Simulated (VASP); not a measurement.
# Hf (Pm-3m) in VASP: further runs

Hf is run at these levels: PBEsol; tasks: relaxation of cell and atoms.

Program: VASP 6.6.1. These are calculated values, not measurements. Logs are shortened: lines on timing, memory, paths and dates and some standing lists are left out, and cuts for length are marked.

**1. The cell of the first run**

The structure is cubic, space group Pm-3m (No. 221). Conventional cell: a = 2.858 Å, b = 2.858 Å, c = 2.858 Å, α = 90.00°, β = 90.00°, γ = 90.00°. Hf (site symmetry m-3m) has 6 Hf at 2.86 Å within 3.8 Å.

**2. Relaxation of cell and atoms, PBEsol**

INCAR reads:

```
SYSTEM = Hf
  ALGO = Normal
  EDIFF = 1E-7
  EDIFFG = -0.005
  ENCUT = 500
  GGA = PS
  GGA_COMPAT = .FALSE.
  IBRION = 2
  ISIF = 3
  ISMEAR = -1
  LASPH = .TRUE.
  LCHARG = .FALSE.
  LREAL = .FALSE.
  LWAVE = .FALSE.
  NELM = 120
  NELMIN = 4
  NSW = 60
  PREC = Accurate
  SIGMA = 0.08
```

KPOINTS reads:

```
k-points
0
G
  13 13 13
  0 0 0
```

POSCAR reads:

```
Hf
1.0
    2.8582916428      0.0000000000      0.0000000000
    0.0000000000      2.8582916428      0.0000000000
    0.0000000000      0.0000000000      2.8582916428
Hf
1
Direct
    0.0000000000      0.0000000000      0.0000000000
```

Potentials or basis: VASP PAW PBE potentials, release 64 (Hf_pv).

The run is started by

```console
$ cat potpaw_PBE.64/Hf_pv/POTCAR > POTCAR
$ mpirun -np 1 vasp_std > vasp.out
```

OUTCAR:

```text
SYSTEM = Hf
   EDIFF = 1E-7
   EDIFFG = -0.005
   ENCUT = 500
   GGA = PS
   IBRION = 2
   ISIF = 3
   ISMEAR = -1
   LASPH = .TRUE.
   LREAL = .FALSE.
   NELM = 120
   NELMIN = 4
   NSW = 60
   PREC = Accurate

 ion  position               nearest neighbor table
   1  0.000  0.000  0.000-

  LATTYP: Found a simple cubic cell.
 ALAT       =     2.8582916428

  Lattice vectors:

 A1 = (   2.8582916428,   0.0000000000,   0.0000000000)
 A2 = (   0.0000000000,   2.8582916428,   0.0000000000)
 A3 = (   0.0000000000,   0.0000000000,   2.8582916428)

Analysis of symmetry for initial positions (statically):
=====================================================================
 Subroutine PRICEL returns:
 Original cell was already a primitive cell.

 Routine SETGRP: Setting up the symmetry group for a
 simple cubic supercell.

 Subroutine GETGRP returns: Found 48 space group operations
 (whereof 48 operations were pure point group operations)
 out of a pool of 48 trial point group operations.

The static configuration has the point symmetry O_h .

Analysis of symmetry for dynamics (positions and initial velocities):
=====================================================================
 Subroutine PRICEL returns:
 Original cell was already a primitive cell.

 Routine SETGRP: Setting up the symmetry group for a
 simple cubic supercell.

 Subroutine GETGRP returns: Found 48 space group operations
 (whereof 48 operations were pure point group operations)
 out of a pool of 48 trial point group operations.

The dynamic configuration has the point symmetry O_h .

 Subroutine INISYM returns: Found 48 space group operations
 (whereof 48 operations are pure point group operations),
 and found     1 'primitive' translations

----------------------------------------------------------------------------------------

                                     Primitive cell

  volume of cell :      23.3518

  direct lattice vectors                    reciprocal lattice vectors
     2.858291643  0.000000000  0.000000000     0.349859330  0.000000000  0.000000000
     0.000000000  2.858291643  0.000000000     0.000000000  0.349859330  0.000000000
     0.000000000  0.000000000  2.858291643     0.000000000  0.000000000  0.349859330

  length of vectors
     2.858291643  2.858291643  2.858291643     0.349859330  0.349859330  0.349859330

  position of ions in fractional coordinates (direct lattice)
     0.000000000  0.000000000  0.000000000
[... 93 lines left out ...]
   IALGO  =     38    algorithm
   IMIX   =      4    mixing-type and parameters
     AMIX     =   0.40;   BMIX     =  1.00
     AMIX_MAG =   1.60;   BMIX_MAG =  1.00
  volume/ion in A,a.u.               =      23.35       157.59
  Fermi-wavevector in a.u.,A,eV,Ry     =   1.233962  2.331849 20.717062  1.522661
  Thomas-Fermi vector in A             =   2.368671
   LORBIT       =      0    0 simple, 1 ext, 2 COOP (PROOUT), +10 PAW based schemes
   GGA     = PS    functional components
   LHFCALC =     F    Hartree Fock is set to
   AEXX    =    0.0000 exact exchange contribution
   IVDW    =     0    specifies the selected vdW correction
   LEPSILON=     F    determine dielectric tensor
   LRPA    =     F    only Hartree local field effects (RPA)
 conjugate gradient relaxation of ions
 non-spin polarized calculation
  energy-cutoff  :      500.00
  volume of cell :       23.35
 maximum number of plane-waves:       619
 NGX is ok and might be reduce to    24
   NGX = 11   NGY = 11   NGZ = 11

--------------------------------------- Ionic step        1  -------------------------------------------

 number of electron      10.0000000 magnetization

 number of electron       9.9999998 magnetization

 Free energy of the ion-electron system (eV)
  ---------------------------------------------------
  ext. energy  EPLUGINS =         0.00000000
  ---------------------------------------------------
  free energy    TOTEN  =        -9.43233174 eV

  energy without entropy =       -9.40007884  energy(sigma->0) =       -9.41620529

------------------------ aborting loop because EDIFF is reached ----------------------------------------

  FORCE on cell =-STRESS in cart. coord.  units (eV):
  Direction    XX          YY          ZZ          XY          YZ          ZX
  --------------------------------------------------------------------------------------
  -------------------------------------------------------------------------------------
  Total        0.0535259      0.0535259      0.0535259      0.0000000     -0.0000000     -0.0000000
  in kB        3.6724390      3.6724390      3.6724390      0.0000000     -0.0000000     -0.0000000
  external PRESSURE =       3.6724390 kB  Pullay stress =       0.0000000 kB
[... 57 lines left out ...]
--------------------------------------- Ionic step        3  -------------------------------------------

 number of electron       9.9999998 magnetization

 Free energy of the ion-electron system (eV)
  ---------------------------------------------------
  ext. energy  EPLUGINS =         0.00000000
  ---------------------------------------------------
  free energy    TOTEN  =        -9.43245084 eV

  energy without entropy =       -9.40001983  energy(sigma->0) =       -9.41623533

 E-fermi :   3.9909     XC(G=0): -11.0845

 val. band max:        3.9268493270   @ k =   0.3846   0.3077   0.3077
 cond. band min:       4.0194027423   @ k =   0.3846   0.0769   0.0769
 fundamental gap:      0.0925534153
 Fermi energy:         3.9909135021

 k-point     1 :       0.0000    0.0000    0.0000
  band No.  band energies     occupation
      1     -25.7665      2.00000
      2     -25.7665      2.00000
      3     -25.7665      2.00000
      4      -2.6546      2.00000
      5       2.4467      2.00000
      6       2.4467      2.00000
      7      10.8334      0.00000
      8      10.8334      0.00000
      9      10.8334      0.00000
[... 265 lines left out ...]
 k-point    24 :       0.3846    0.3077    0.0000
  band No.  band energies     occupation
      1     -26.6308      2.00000
      2     -26.4036      2.00000
      3     -25.6161      2.00000
      4       1.5055      2.00000
      5       2.8249      2.00000
      6       6.2723      0.00000
      7       7.4591      0.00000
      8       7.9641      0.00000
      9       8.7066      0.00000

 [... further k-points ...]

------------------------ aborting loop because EDIFF is reached ----------------------------------------

  FORCE on cell =-STRESS in cart. coord.  units (eV):
  Direction    XX          YY          ZZ          XY          YZ          ZX
  --------------------------------------------------------------------------------------
  -------------------------------------------------------------------------------------
  Total        0.0001576      0.0001576      0.0001576      0.0000000     -0.0000000      0.0000000
  in kB        0.0107619      0.0107619      0.0107619      0.0000000     -0.0000000      0.0000000
  external PRESSURE =       0.0107619 kB  Pullay stress =       0.0000000 kB
[... 16 lines left out ...]
  FREE ENERGIE OF THE ION-ELECTRON SYSTEM (eV)
  ---------------------------------------------------
  free  energy   TOTEN  =        -9.4324508374 eV

  energy  without entropy=       -9.4000198291  energy(sigma->0) =       -9.41623533

 reached required accuracy - stopping structural energy minimisation
```

CONTCAR:

```text
Hf
   1.00000000000000
     2.8625303038532000    0.0000000000000000   -0.0000000000000000
     0.0000000000000000    2.8625303038532000    0.0000000000000000
     0.0000000000000000   -0.0000000000000000    2.8625303038532000
  Hf
     1
Direct
     0.0000000000000000    0.0000000000000000    0.0000000000000000

  0.00000000E+00  0.00000000E+00  0.00000000E+00
```

Run time: 10 s. Hardware: 1 thread of Intel Xeon 6975P-C (Granite Rapids), shared host; peak memory 0.15 GiB.

What came out:

```yaml
Free_energy: -9.4325 eV
Relaxed_volume: 23.46 Å³/atom
Relaxed_cell: a = 2.863 Å, b = 2.863 Å, c = 2.863 Å, α = 90.00°, β = 90.00°, γ = 90.00°
Space_group_after_relaxing_to_0.05_Å: Pm-3m (No. 221)
Energy_gained_by_relaxing: 0.1 meV/atom
Ionic_steps: 3
Pressure_after_relaxing: 0.0 GPa
Band_gap_on_the_k_mesh: zero (band 5 reaches 4.81 eV, above the bottom of band 6 at 2.45 eV)
```

The path:
```
step  energy change (eV)  largest force (eV/Å)  pressure (GPa)  volume (Å³)
   1              0.0000                0.0000            0.37        23.35
   2             -0.0001                0.0000           -0.27        23.53
   3             -0.0001                0.0000            0.00        23.46
```

Final structure:
```yaml
crystal:
  lattice:
    - [2.86253, 0.00000, 0.00000]
    - [0.00000, 2.86253, 0.00000]
    - [0.00000, 0.00000, 2.86253]
  atoms:
    - { symbol: Hf, position: [0.00000, 0.00000, 0.00000] }
```

Levels at points of the mesh, in eV from the Fermi level:
| k point | band 2 | band 3 | band 4 | band 5 | band 6 | band 7 | band 8 | band 9 |
| --- | --- | --- | --- | --- | --- | --- | --- | --- |
| (0.00, 0.00, 0.00) | -29.76 | -29.76 | -6.65 | -1.54 | -1.54 | 6.84 | 6.84 | 6.84 |

Caveat: the PAW data sets were made with another functional, which shifts forces and pressure a little; spin-orbit coupling is left out, which moves the levels of the heavy elements.

(Continued in part 2 of 2.)
